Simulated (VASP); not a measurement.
# TeOs in VASP: settings compared, part 3 of 3

VASP 6.6.1. The steps go on from the part before.

## 6. Single point, PBE, collinear spin

This run uses another cell than the first one, of 20.01 Å³/atom.

INCAR reads:

```
SYSTEM = TeOs
PREC = Accurate
ENCUT = 520
EDIFF = 1E-7
ISMEAR = 0
SIGMA = 0.05
LREAL = .False.
LASPH = .True.
NELM = 150
ALGO = Normal
ISIF = 2
LWAVE = .False.
LCHARG = .False.
ISPIN = 2
MAGMOM = 0.05 0
LORBIT = 11
LMAXMIX = 4
GGA = PE
NBANDS = 18
```

KPOINTS reads:

```
regular mesh
0
Gamma
  10 10 10
  0 0 0
```

POSCAR reads:

```
TeOs
1.0
    0.0000000000      2.7330707412      2.7330707412
    2.6784093264      0.0000000000      2.7330707412
    2.6784093264      2.7330707412      0.0000000000
Os Te
1 1
Direct
    0.5000000000      0.5000000000      0.5000000000
    0.0000000000      0.0000000000      0.0000000000
```

Potentials or basis: VASP PAW PBE potentials, release 64 (Os, Te).

Run with:

```sh
> cat potpaw_PBE.64/Os/POTCAR potpaw_PBE.64/Te/POTCAR > POTCAR
> mpirun -np 1 vasp_std > vasp.out
```

OUTCAR:

```text
SYSTEM = TeOs
   PREC = Accurate
   ENCUT = 520
   EDIFF = 1E-7
   ISMEAR = 0
   LREAL = .False.
   LASPH = .True.
   NELM = 150
   ISIF = 2
   ISPIN = 2
   LORBIT = 11
   GGA = PE

 ion  position               nearest neighbor table
   1  0.500  0.500  0.500-   2 2.68   2 2.68   2 2.73   2 2.73   2 2.73   2 2.73
   2  0.000  0.000  0.000-   1 2.68   1 2.68   1 2.73   1 2.73   1 2.73   1 2.73

  LATTYP: Found a body centered tetragonal cell.
 ALAT       =     3.8651457091
 C/A-ratio  =     1.3859292911

  Lattice vectors:

 A1 = (  -2.6784093264,   0.0000000000,  -2.7330707412)
 A2 = (  -2.6784093264,   0.0000000000,   2.7330707412)
 A3 = (   2.6784093264,   2.7330707412,   0.0000000000)

Analysis of symmetry for initial positions (statically):
=====================================================================
 Subroutine PRICEL returns:
 Original cell was already a primitive cell.

 Routine SETGRP: Setting up the symmetry group for a
[... 707 lines left out ...]
      4       7.0423      1.00000
      5       7.1236      1.00000
      6       7.1284      1.00000
[... 493 lines left out ...]
     17      24.6643      0.00000
     18      25.4543      0.00000

 [... further k-points ...]

------------------------ aborting loop because EDIFF is reached ----------------------------------------

  FORCE on cell =-STRESS in cart. coord.  units (eV):
  Direction    XX          YY          ZZ          XY          YZ          ZX
  --------------------------------------------------------------------------------------
  -------------------------------------------------------------------------------------
  Total        1.6588191      0.4051796      0.4051796     -0.0000000      0.0000000      0.0000000
  in kB       66.4203150     16.2236853     16.2236853     -0.0000000      0.0000000      0.0000000
  external PRESSURE =      32.9558952 kB  Pullay stress =       0.0000000 kB

 VOLUME and BASIS-vectors are now :
 -----------------------------------------------------------------------------
  energy-cutoff  :      520.00
  volume of cell :       40.01
      direct lattice vectors                 reciprocal lattice vectors
     0.000000000  2.733070741  2.733070741    -0.186677964  0.182944405  0.182944405
     2.678409326  0.000000000  2.733070741     0.186677964 -0.182944405  0.182944405
     2.678409326  2.733070741  0.000000000     0.186677964  0.182944405 -0.182944405

 POSITION                                       TOTAL-FORCE (eV/Angst)
 -----------------------------------------------------------------------------------
      2.67841      2.73307      2.73307         0.000000     -0.000000     -0.000000
      0.00000      0.00000      0.00000         0.000000      0.000000      0.000000
 -----------------------------------------------------------------------------------
    total drift:                               -0.000000     -0.000000      0.000000

  FREE ENERGIE OF THE ION-ELECTRON SYSTEM (eV)
  ---------------------------------------------------
  free  energy   TOTEN  =       -12.2493318590 eV

  energy  without entropy=      -12.2467276673  energy(sigma->0) =      -12.24802976

 total charge

# of ion       s       p       d       tot
------------------------------------------
    1        0.617   0.356   6.233   7.205
    2        1.338   1.883   0.155   3.375
--------------------------------------------------
tot          1.954   2.238   6.388  10.580

 magnetization (x)

# of ion       s       p       d       tot
------------------------------------------
    1       -0.000  -0.000  -0.000  -0.000
    2        0.000   0.000  -0.000   0.000
--------------------------------------------------
tot         -0.000   0.000  -0.000  -0.000
```

OSZICAR:

```text
N       E                     dE             d eps       ncg     rms          rms(c)
DAV:   1     0.602272351068E+02    0.60227E+02   -0.53227E+03  7352   0.640E+02
DAV:   2    -0.894620343326E+01   -0.69173E+02   -0.57806E+02  7990   0.171E+02
DAV:   3    -0.123778818218E+02   -0.34317E+01   -0.33594E+01  9718   0.330E+01
DAV:   4    -0.124042684889E+02   -0.26387E-01   -0.26366E-01  8482   0.348E+00
DAV:   5    -0.124046662966E+02   -0.39781E-03   -0.39779E-03  9454   0.441E-01    0.124E+01
DAV:   6    -0.122921243550E+02    0.11254E+00   -0.11541E-01  9936   0.217E+00    0.667E+00
DAV:   7    -0.122535951497E+02    0.38529E-01   -0.65640E-02  7874   0.134E+00    0.225E+00
DAV:   8    -0.122496872569E+02    0.39079E-02   -0.15985E-02  9612   0.796E-01    0.462E-01
DAV:   9    -0.122493816808E+02    0.30558E-03   -0.85612E-04  7910   0.164E-01    0.254E-01
DAV:  10    -0.122493399200E+02    0.41761E-04   -0.23633E-04  8522   0.895E-02    0.546E-02
DAV:  11    -0.122493345886E+02    0.53313E-05   -0.84680E-06  8254   0.171E-02    0.181E-02
DAV:  12    -0.122493326132E+02    0.19754E-05   -0.10657E-06  9222   0.708E-03    0.686E-03
DAV:  13    -0.122493319184E+02    0.69488E-06   -0.13579E-07  7174   0.233E-03    0.274E-03
DAV:  14    -0.122493318131E+02    0.10530E-06   -0.17272E-08  4514   0.912E-04    0.526E-04
DAV:  15    -0.122493318590E+02   -0.45921E-07   -0.16773E-09  4306   0.272E-04
   1 F= -.12249332E+02 E0= -.12248030E+02  d E =-.260419E-02  mag=     0.0000
```

It took 70 s on 1 thread of Intel Xeon 6975P-C (Granite Rapids), shared host; peak memory 0.26 GiB.

Results:

* Free energy: -12.2493 eV
* Pressure: 3.3 GPa
* Band gap on the k mesh: zero (filled and empty bands overlap)
* Net moment: 0.00 μB per cell
* Valence electrons inside the program's atomic spheres: Os 7.21; Te 3.38

Levels at points of the mesh, in eV from the Fermi level:
Spin up:
```csv
k point,band 4,band 5,band 6,band 7,band 8,band 9,band 10,band 11
"(0.00, 0.00, 0.00)",-1.92,-1.84,-1.83,-0.56,-0.52,-0.52,3.87,7.64
"(0.50, 0.00, 0.00)",-4.74,-0.70,-0.68,-0.36,3.32,5.04,5.27,5.45
"(0.50, 0.50, 0.00)",-2.81,-2.68,-1.21,-0.43,-0.14,-0.12,2.14,8.86
"(0.00, 0.50, 0.50)",-2.88,-2.88,-1.12,-0.50,-0.16,-0.16,2.09,8.68
```
Spin down:
```tsv
k point	band 3	band 4	band 5	band 6	band 7	band 8	band 9	band 10	band 11	band 12
(0.00, 0.00, 0.00)	-2.09	-1.92	-1.84	-1.83	-0.56	-0.52	-0.52	3.87	7.64	11.32
(0.50, 0.00, 0.00)	-4.79	-4.74	-0.70	-0.68	-0.36	3.32	5.04	5.27	5.45	5.75
(0.50, 0.50, 0.00)	-3.30	-2.81	-2.68	-1.21	-0.43	-0.14	-0.12	2.14	8.86	12.36
(0.00, 0.50, 0.50)	-3.25	-2.88	-2.88	-1.12	-0.50	-0.16	-0.16	2.09	8.68	12.28
```

Caveat: the stress differs along the axes, from 2 to 7 GPa; spin-orbit coupling is left out, which moves the levels of the heavy elements.

## 7. Single point, PBE, collinear spin (atom 2 (Te) moved 0.02 Å along z)

INCAR reads:

```
SYSTEM = TeOs
ALGO = Normal
EDIFF = 1E-6
ENCUT = 520
GGA = PE
ISIF = 2
ISMEAR = 0
ISPIN = 2
LASPH = .TRUE.
LCHARG = .FALSE.
LMAXMIX = 4
LORBIT = 11
LREAL = .FALSE.
LWAVE = .FALSE.
MAGMOM = 0.05 0
NBANDS = 18
NELM = 150
PREC = Accurate
SIGMA = 0.05
```

KPOINTS reads:

```
k-points
0
G
  10 10 10
  0 0 0
```

POSCAR reads:

```
TeOs
1.0
    0.0000000000      2.7330707412      2.7330707412
    2.7330707412      0.0000000000      2.7330707412
    2.7330707412      2.7330707412      0.0000000000
Os Te
1 1
Direct
    0.5000000000      0.5000000000      0.5000000000
    0.0036588881      0.0036588881     -0.0036588881
```

Run with:

```sh
> cat potpaw_PBE.64/Os/POTCAR potpaw_PBE.64/Te/POTCAR > POTCAR
> mpirun -np 1 vasp_std > vasp.out
```

Wall time 64 s (1 thread of Intel Xeon 6975P-C (Granite Rapids), shared host); peak memory 0.27 GiB.

Results (log left out):

```
Free energy                                           : -12.2669 eV
Pressure                                              : 0.0 GPa
Largest force                                         : 0.091 eV/Å
Band gap on the k mesh                                : zero (filled and empty bands overlap)
Net moment                                            : 0.00 μB per cell
Valence electrons inside the program's atomic spheres : Os 7.15; Te 3.35
```

Forces in eV/Å, atoms in the order of the input:
```
Os   0.000  0.000 -0.091
Te   0.000  0.000  0.091
```

Levels at points of the mesh, in eV from the Fermi level:
Spin up:
| k point | band 5 | band 6 | band 7 | band 8 | band 9 | band 10 |
| --- | --- | --- | --- | --- | --- | --- |
| (0.00, 0.00, 0.00) | -1.77 | -1.76 | -0.54 | -0.54 | -0.53 | 3.65 |
| (0.50, 0.00, 0.00) | -0.65 | -0.65 | -0.33 | 3.33 | 5.01 | 5.01 |
| (0.50, 0.50, 0.00) | -2.74 | -1.13 | -0.46 | -0.12 | -0.12 | 2.00 |
| (0.00, 0.50, 0.50) | -2.72 | -1.13 | -0.45 | -0.12 | -0.11 | 2.00 |
Spin down:
| k point | band 5 | band 6 | band 7 | band 8 | band 9 | band 10 |
| --- | --- | --- | --- | --- | --- | --- |
| (0.00, 0.00, 0.00) | -1.77 | -1.76 | -0.54 | -0.54 | -0.53 | 3.65 |
| (0.50, 0.00, 0.00) | -0.65 | -0.65 | -0.33 | 3.33 | 5.01 | 5.01 |
| (0.50, 0.50, 0.00) | -2.74 | -1.13 | -0.46 | -0.12 | -0.12 | 2.00 |
| (0.00, 0.50, 0.50) | -2.72 | -1.13 | -0.45 | -0.12 | -0.11 | 2.00 |

Caveat: the cell differs from its parent crystal (atom 2 (Te) moved 0.02 Å along z); spin-orbit coupling is left out, which moves the levels of the heavy elements.

## 8. Overview

| level | cell | smearing | gap on the mesh (eV) | pressure (GPa) | moment (μB) |
| --- | --- | --- | --- | --- | --- |
| PBE | a = 3.865 Å, angles 60.0°, 2 atoms, atomic positions A | fermi-dirac 0.1 eV | none | 0.2 | 0.00 |
| revPBE | a = 3.865 Å, angles 60.0°, 2 atoms, atomic positions A | gaussian 0.05 eV | none | 1.6 | 0.00 |
| PBE | a = 3.865 Å, angles 60.0°, 2 atoms, atomic positions A | gaussian 0.05 eV | none | 0.0 | 0.00 |
| r2SCAN | a = 3.865 Å, angles 60.0°, 2 atoms, atomic positions A | gaussian 0.05 eV | none | -2.4 | 0.00 |
| PBE | a = 3.865, b = 3.827, c = 3.827 Å, angles 60.7, 59.7, 59.7°, 2 atoms, atomic positions A | gaussian 0.05 eV | none | 3.3 | 0.00 |
| PBE | a = 3.865 Å, angles 60.0°, 2 atoms, atomic positions B | gaussian 0.05 eV | none | 0.0 | 0.00 |

Alike in all rows: task single point; potentials or basis VASP PAW PBE potentials, release 64 (Os, Te); spin collinear; k mesh 10 × 10 × 10; cutoff (eV) 520.

The pressure there spans -2.4 GPa (r2SCAN) to 1.6 GPa (revPBE); a positive pressure means that this level wants a larger cell, a negative one a smaller.

Caveats: spin-orbit coupling is left out, which moves the levels of the heavy elements; the PAW data sets were made with another functional, which shifts forces and pressure a little (at least some runs); the stress differs along the axes, from 2 to 7 GPa (at least some runs).

Absolute energies hang on the potentials; compare differences alone.
